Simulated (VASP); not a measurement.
# SiC (R3m) in VASP: notebook

Runs on SiC. Level: PBE. Tasks: single point.

Everything below comes from runs of VASP 6.6.1. Logs are shortened: lines on timing, memory, paths and dates and some standing lists are left out, and cuts for length are marked.

### Step 1. The cell of the first run

The structure is trigonal, space group R3m (No. 160). Conventional cell: a = 3.076 Å, b = 3.076 Å, c = 30.288 Å, α = 90.00°, β = 90.00°, γ = 120.00°. Within 2.5 Å of Si (site symmetry 3m) lie 4 C at 1.87 to 1.94 Å. Within 2.6 Å of Si (site symmetry 3m) lie 4 C at 1.87 to 1.94 Å and 1 Si at 2.52 Å. Si (site symmetry 3m) has 6 C at 1.87 to 2.63 Å and 1 Si at 2.52 Å within 2.7 Å. Within 2.5 Å of Si (site symmetry 3m) lie 4 C at 1.87 to 1.94 Å. C (site symmetry 3m) has 4 Si at 1.87 to 1.94 Å within 2.5 Å. Within 2.5 Å of C (site symmetry 3m) lie 4 Si at 1.87 to 1.94 Å. C (site symmetry 3m) has 3 Si at 1.87 Å within 2.5 Å. C (site symmetry 3m) has 4 Si at 1.87 to 1.94 Å within 2.5 Å.

### Step 2. Single point, PBE (the part above a cut slid along it)

INCAR reads:

```
SYSTEM = SiC
ALGO     = Normal         ! electronic algorithm
EDIFF    = 1E-6           ! SCF threshold, eV
ENCUT    = 520            ! plane-wave cutoff, eV
GGA      = PE             ! functional
ISIF     = 2              ! what is computed and relaxed
ISMEAR   = 0              ! smearing method
LASPH    = .True.         ! aspherical terms in the spheres
LCHARG   = .False.        ! write CHGCAR
LREAL    = .False.        ! projectors in reciprocal space
LWAVE    = .False.        ! write WAVECAR
NBANDS   = 26             ! bands
NELM     = 60             ! most SCF steps
PREC     = Accurate       ! precision mode
SIGMA    = 0.05           ! smearing width, eV
```

KPOINTS reads:

```
k-points
0
Gamma
  10 10 3
  0 0 0
```

POSCAR reads:

```
SiC
1.0
   -3.0759982064      0.0000000000      0.0000000000
   -1.5379991032     -2.6638925888      0.0000000000
   -1.5378453033     -0.8878753998     10.0960000000
Si C
4 4
Direct
    0.1154384583      0.1154384583      0.6537500000
    0.2820884583      0.2820884583      0.1537500000
    0.3654467917      0.3654467917      0.9037500000
    0.5320967917      0.5320967917      0.4037500000
    0.0512782083      0.0512782083      0.8462500000
    0.2179282083      0.2179282083      0.3462500000
    0.6345865417      0.6345865417      0.0962500000
    0.4679365417      0.4679365417      0.5962500000
```

Potentials or basis: VASP PAW PBE potentials, release 64 (Si, C).

The run is started by

```bash
$ cat potpaw_PBE.64/Si/POTCAR potpaw_PBE.64/C/POTCAR > POTCAR
$ mpirun -np 1 vasp_std > vasp.out
```

OUTCAR:

```text
SYSTEM = SiC
   EDIFF = 1E-6
   ENCUT = 520
   GGA = PE
   ISIF = 2
   ISMEAR = 0
   LASPH = .True.
   LREAL = .False.
   NELM = 60
   PREC = Accurate

 ion  position               nearest neighbor table
   1  0.115  0.115  0.654-   8 1.87   8 1.87   8 1.87   5 1.94   3 3.09   4 3.09   4 3.09   3 3.09
                             3 3.09   4 3.09
   2  0.282  0.282  0.154-   7 1.87   7 1.87   7 1.87   6 1.94   3 2.52   4 3.09   4 3.09   4 3.09

   3  0.365  0.365  0.904-   5 1.87   5 1.87   5 1.87   2 2.52   1 3.09   1 3.09   1 3.09
   4  0.532  0.532  0.404-   6 1.87   6 1.87   6 1.87   8 1.94   2 3.09   1 3.09   1 3.09   2 3.09
                             2 3.09   1 3.09
   5  0.051  0.051  0.846-   3 1.87   3 1.87   3 1.87   1 1.94
   6  0.218  0.218  0.346-   4 1.87   4 1.87   4 1.87   2 1.94
   7  0.635  0.635  0.096-   2 1.87   2 1.87   2 1.87
   8  0.468  0.468  0.596-   1 1.87   1 1.87   1 1.87   4 1.94

  LATTYP: Found a base centered monoclinic cell.
 ALAT       =     5.3277851775
 B/A-ratio  =     0.5773502692
 C/A-ratio  =     1.9240595404
 COS(beta)  =    -0.1732274875

  Lattice vectors:

 A1 = (   3.0759982064,   0.0000000000,   0.0000000000)
 A2 = (   1.5379991032,   2.6638925888,   0.0000000000)
 A3 = (  -1.5378453033,  -0.8878753998,  10.0960000000)

Analysis of symmetry for initial positions (statically):
=====================================================================
 Subroutine PRICEL returns:
 Original cell was already a primitive cell.

 Routine SETGRP: Setting up the symmetry group for a
 base centered monoclinic supercell.

 Subroutine GETGRP returns: Found  2 space group operations
 (whereof  2 operations were pure point group operations)
 out of a pool of  4 trial point group operations.

The static configuration has the point symmetry C_1h.

Analysis of symmetry for dynamics (positions and initial velocities):
=====================================================================
 Subroutine PRICEL returns:
 Original cell was already a primitive cell.

 Routine SETGRP: Setting up the symmetry group for a
 base centered monoclinic supercell.

 Subroutine GETGRP returns: Found  2 space group operations
 (whereof  2 operations were pure point group operations)
 out of a pool of  4 trial point group operations.

The dynamic configuration has the point symmetry C_1h.

 Subroutine INISYM returns: Found  2 space group operations
 (whereof  2 operations are pure point group operations),
 and found     1 'primitive' translations

----------------------------------------------------------------------------------------

                                     Primitive cell

  volume of cell :      82.7279

  direct lattice vectors                    reciprocal lattice vectors
    -3.075998206  0.000000000  0.000000000    -0.325097719  0.187695255 -0.033013074
    -1.537999103 -2.663892589  0.000000000     0.000000000 -0.375390511 -0.033013074
    -1.537845303 -0.887875400 10.096000000     0.000000000  0.000000000  0.099049128

  length of vectors
     3.075998206  3.075998206 10.250975900     0.376839354  0.376839354  0.099049128

  position of ions in fractional coordinates (direct lattice)
     0.115438458  0.115438458  0.653750000
     0.282088458  0.282088458  0.153750000
     0.365446792  0.365446792  0.903750000
     0.532096792  0.532096792  0.403750000
     0.051278208  0.051278208  0.846250000
     0.217928208  0.217928208  0.346250000
     0.634586542  0.634586542  0.096250000
     0.467936542  0.467936542  0.596250000

  ion indices of the primitive-cell ions
   primitive index   ion index
                 1           1
                 2           2
                 3           3
                 4           4
                 5           5
                 6           6
                 7           7
[... 27 lines left out ...]
|           W    W  A    A  R    R  N N  N  II  N N  N  G       !!!           |
|           W WW W  AAAAAA  RRRRR   N  N N  II  N  N N  G  GGG   !            |
|           WW  WW  A    A  R   R   N   NN  II  N   NN  G    G                |
|           W    W  A    A  R    R  N    N  II  N    N   GGGG   !!!           |
|                                                                             |
|     Your reciprocal lattice and k-lattice belong to different lattice       |
|     classes:                                                                |
|                                                                             |
|        The reciprocal lattice is rhombohedral (trigonal),                   |
|        whereas your k-lattice is base-centered monoclinic.                  |
|                                                                             |
|     Results are often still useful ...                                      |
|                                                                             |
 -----------------------------------------------------------------------------

 WARNING: IBZKPT: internal override: KBLOWUP is changed to .FALSE.
      ... skipping the blow-up phase ...

 Subroutine IBZKPT returns following result:
 ===========================================

 Found     86 irreducible k-points:

 Following reciprocal coordinates:
            Coordinates               Weight
  0.000000  0.000000  0.000000      1.000000
  0.100000  0.000000 -0.000000      4.000000
  0.200000  0.000000 -0.000000      4.000000
  0.300000  0.000000 -0.000000      4.000000
  0.400000  0.000000 -0.000000      4.000000
  0.500000  0.000000 -0.000000      2.000000
[... 16 lines left out ...]
  0.300000  0.300000 -0.000000      2.000000
  0.400000  0.300000 -0.000000      4.000000
 [... further k-points ...]
   k-points           NKPTS =     86   k-points in BZ     NKDIM =     86   number of bands    NBANDS=     26
   number of dos      NEDOS =    301   number of ions     NIONS =      8
   total plane-waves  NPLWV =  46080
   dimension x,y,z NGX =    24 NGY =   24 NGZ =   80
   dimension x,y,z NGXF=    48 NGYF=   48 NGZF=  160
   ions per type =               4   4
   NGX,Y,Z   is equivalent  to a cutoff of  12.97, 12.97, 12.97 a.u.
   NGXF,Y,Z  is equivalent  to a cutoff of  25.94, 25.94, 25.95 a.u.
 SYSTEM =  SiC
   PREC   = accura    normal or accurate (medium, high low for compatibility)
   ISTART =      0    job   : 0-new  1-cont  2-samecut
   ICHARG =      2    charge: 1-file 2-atom 10-const
   ISPIN  =      1    spin polarized calculation?
   LNONCOLLINEAR =      F non collinear calculations
   LSORBIT =      F    spin-orbit coupling
   LASPH  =      T    aspherical Exc in radial PAW
   ENCUT  =  520.0 eV  38.22 Ry    6.18 a.u.   5.72  5.72 19.06*2*pi/ulx,y,z
   NELM   =     60;   NELMIN=  2; NELMDL= -5     # of ELM steps
   EDIFF  = 0.1E-05   stopping-criterion for ELM
   LREAL  =      F    real-space projection
   EDIFFG = 0.1E-04   stopping-criterion for IOM
   NSW    =      0    number of steps for IOM
   IBRION =     -1    ionic relax: 0-MD 1-quasi-New 2-CG
   NFREE  =      0    steps in history (QN), initial steepest desc. (CG)
   ISIF   =      2    stress and relaxation
   ISYM   =      2    0-nonsym 1-usesym 2-fastsym
   POTIM  = 0.5000    time-step for ionic-motion
   TEBEG  =    0.0;   TEEND  =   0.0 temperature during run
   PSTRESS=    0.0 pullay stress
   NELECT =      32.0000    total number of electrons
   NUPDOWN=      -1.0000    fix difference up-down
   EMIN   =  10.00;   EMAX   =-10.00  energy-range for DOS
   EFERMI =   0.00;   METHOD = LEGACY
   ISMEAR =     0;   SIGMA  =   0.05  broadening in eV -4-tet -1-fermi 0-gaus
   EFERMI_NEDOS =   21; number of points for ismear=-14 and -15
   IALGO  =     38    algorithm
   IMIX   =      4    mixing-type and parameters
     AMIX     =   0.40;   BMIX     =  1.00
     AMIX_MAG =   1.60;   BMIX_MAG =  1.00
  volume/ion in A,a.u.               =      10.34        69.78
  Fermi-wavevector in a.u.,A,eV,Ry     =   1.192818  2.254099 19.358564  1.422814
  Thomas-Fermi vector in A             =   2.328847
   LORBIT       =      0    0 simple, 1 ext, 2 COOP (PROOUT), +10 PAW based schemes
   GGA     = PE    functional components
   LHFCALC =     F    Hartree Fock is set to
   AEXX    =    0.0000 exact exchange contribution
   IVDW    =     0    specifies the selected vdW correction
   LEPSILON=     F    determine dielectric tensor
   LRPA    =     F    only Hartree local field effects (RPA)
 non-spin polarized calculation
 Gauss-broadening in eV      SIGMA  =   0.05
  energy-cutoff  :      520.00
  volume of cell :       82.73
 maximum number of plane-waves:      2242
   NGX = 11   NGY = 11   NGZ = 39

 number of electron      31.9999999 magnetization

 Free energy of the ion-electron system (eV)
  ---------------------------------------------------
  ext. energy  EPLUGINS =         0.00000000
  ---------------------------------------------------
  free energy    TOTEN  =       -58.17008133 eV

  energy without entropy =      -58.17008131  energy(sigma->0) =      -58.17008132

 E-fermi :   8.8235     XC(G=0): -11.3934

 val. band max:        8.6722671791   @ k =   0.0000   0.0000   0.0000
 cond. band min:       8.9779555522   @ k =   0.5000   0.0000  -0.0000
 fundamental gap:      0.3056883731
 Fermi energy:         8.8234783432

 k-point     1 :       0.0000    0.0000    0.0000
  band No.  band energies     occupation
      1      -7.2971      2.00000
      2      -6.1419      2.00000
      3      -6.0724      2.00000
      4      -3.8189      2.00000
      5      -0.1673      2.00000
      6       3.8942      2.00000
[... 685 lines left out ...]
     25      17.0510      0.00000
     26      17.2362      0.00000

 [... further k-points ...]

------------------------ aborting loop because EDIFF is reached ----------------------------------------

  FORCE on cell =-STRESS in cart. coord.  units (eV):
  Direction    XX          YY          ZZ          XY          YZ          ZX
  --------------------------------------------------------------------------------------
  -------------------------------------------------------------------------------------
  Total        0.3066564      0.3079111      2.4693392     -0.0010866     -0.0003532     -0.0006118
  in kB        5.9389618      5.9632615     47.8232622     -0.0210441     -0.0068407     -0.0118486
  external PRESSURE =      19.9084952 kB  Pullay stress =       0.0000000 kB

 VOLUME and BASIS-vectors are now :
 -----------------------------------------------------------------------------
  energy-cutoff  :      520.00
  volume of cell :       82.73
      direct lattice vectors                 reciprocal lattice vectors
    -3.075998206  0.000000000  0.000000000    -0.325097719  0.187695255 -0.033013074
    -1.537999103 -2.663892589  0.000000000     0.000000000 -0.375390511 -0.033013074
    -1.537845303 -0.887875400 10.096000000     0.000000000  0.000000000  0.099049128

 POSITION                                       TOTAL-FORCE (eV/Angst)
 -----------------------------------------------------------------------------------
     -1.53800     -0.88796      6.60026         0.000001      0.000000      0.672154
     -1.53800     -0.88796      1.55226         0.000094      0.000054      1.072748
     -3.07600     -1.77593      9.12426        -0.000295     -0.000170      0.033516
     -3.07600     -1.77593      4.07626         0.000061      0.000035      0.541385
     -1.53800     -0.88796      8.54374         0.000060      0.000035     -0.858965
     -1.53800     -0.88796      3.49574        -0.000210     -0.000121     -0.451741
     -3.07600     -1.77593      0.97174         0.000100      0.000058     -0.347987
     -3.07600     -1.77593      6.01974         0.000189      0.000109     -0.661109
 -----------------------------------------------------------------------------------
    total drift:                                0.000021      0.000012     -0.000093

  FREE ENERGIE OF THE ION-ELECTRON SYSTEM (eV)
  ---------------------------------------------------
  free  energy   TOTEN  =       -58.1700813345 eV

  energy  without entropy=      -58.1700813075  energy(sigma->0) =      -58.17008132
```

It took 2.3 min on 1 thread of Intel Xeon Platinum 8375C at 2.90GHz (Ice Lake), shared host; peak memory 0.28 GiB.

What came out:

| Property | Result |
| --- | --- |
| Free energy | -58.1701 eV |
| Pressure | 2.0 GPa |
| Largest force | 1.073 eV/Å |
| Band gap on the k mesh | 0.31 eV (least direct gap 1.45 eV) |

Forces in eV/Å, atoms in the order of the input:
```
Si   0.000  0.000  0.672
Si   0.000  0.000  1.073
Si   0.000  0.000  0.034
Si   0.000  0.000  0.541
C    0.000  0.000 -0.859
C    0.000  0.000 -0.452
C    0.000  0.000 -0.348
C    0.000  0.000 -0.661
```

Stress tensor (GPa, compression positive):
```
0.59 0.00 0.00
0.00 0.60 0.00
0.00 0.00 4.78
```

Caveat: the cell differs from its parent crystal (the part above a cut slid along it); semilocal functionals underestimate gaps, and a narrow one can read as zero; forces of over 1 eV/Å act on the atoms, so gaps and moduli don't describe the material at rest. A k mesh can miss the band edges.

### Step 3. Single point, PBE (the part above a cut slid along it)

INCAR reads:

```
SYSTEM = SiC
PREC = Accurate ; ENCUT = 520
EDIFF = 1E-7 ; ISMEAR = 0
SIGMA = 0.05 ; LREAL = .FALSE.
LASPH = .TRUE. ; NELM = 60
ALGO = Normal ; ISIF = 2
LWAVE = .FALSE. ; LCHARG = .FALSE.
GGA = PE ; NBANDS = 26
```

KPOINTS reads:

```
Automatic mesh
0
G
  10 10 3
  0 0 0
```

POSCAR reads:

```
SiC
1.0
   -3.0759982064      0.0000000000      0.0000000000
   -1.5379991032     -2.6638925888      0.0000000000
   -3.0761520063     -1.7760171889     10.0960000000
Si C
4 4
Direct
   -0.1025217917     -0.1025217917      0.6537500000
    0.2308282083      0.2308282083      0.1537500000
    0.0641365417      0.0641365417      0.9037500000
    0.3974865417      0.3974865417      0.4037500000
   -0.2308615417     -0.2308615417      0.8462500000
    0.1024884583      0.1024884583      0.3462500000
    0.6024967917      0.6024967917      0.0962500000
    0.2691467917      0.2691467917      0.5962500000
```

Potentials or basis: VASP PAW PBE potentials, release 64 (Si, C).

The run is started by

```bash
$ cat potpaw_PBE.64/Si/POTCAR potpaw_PBE.64/C/POTCAR > POTCAR
$ mpirun -np 1 vasp_std > vasp.out
```

Run time: 2.5 min. Hardware: 1 thread of Intel Xeon Platinum 8375C at 2.90GHz (Ice Lake), shared host; peak memory 0.28 GiB.

Results (log left out):

| Item | Value |
| --- | --- |
| Free energy | -57.2355 eV |
| Pressure | 4.2 GPa |
| Largest force | 2.114 eV/Å |
| Band gap on the k mesh | 0.47 eV (least direct gap 1.06 eV) |

Forces in eV/Å, atoms in the order of the input:
```
Si   0.000  0.000  0.127
Si   0.000  0.000  0.776
Si   0.000  0.000  0.429
Si   0.000  0.000  0.453
C    0.000  0.000 -2.114
C    0.000  0.000 -0.350
C   -0.001 -0.001  1.196
C    0.000  0.000 -0.518
```

Stress tensor (GPa, compression positive):
```
-0.35  0.00 -0.01
 0.00 -0.35  0.00
-0.01  0.00 13.30
```

Levels at points of the mesh, in eV from the valence-band top:
```tsv
k point	band 13	band 14	band 15	band 16	band 17	band 18	band 19	band 20
(0.00, 0.00, 0.00)	-1.11	-0.87	-0.87	-0.05	3.39	4.43	5.07	5.32
(0.50, 0.00, 0.00)	-3.19	-2.98	-2.04	-0.85	0.47	1.39	2.59	3.18
(0.50, 0.50, 0.00)	-3.19	-2.98	-2.04	-0.84	0.47	1.39	2.59	3.18
```

Caveat: the cell differs from its parent crystal (the part above a cut slid along it); the stress differs along the axes, from -0 to 13 GPa; semilocal functionals underestimate gaps, and a narrow one can read as zero; forces of over 1 eV/Å act on the atoms, so gaps and moduli don't describe the material at rest.
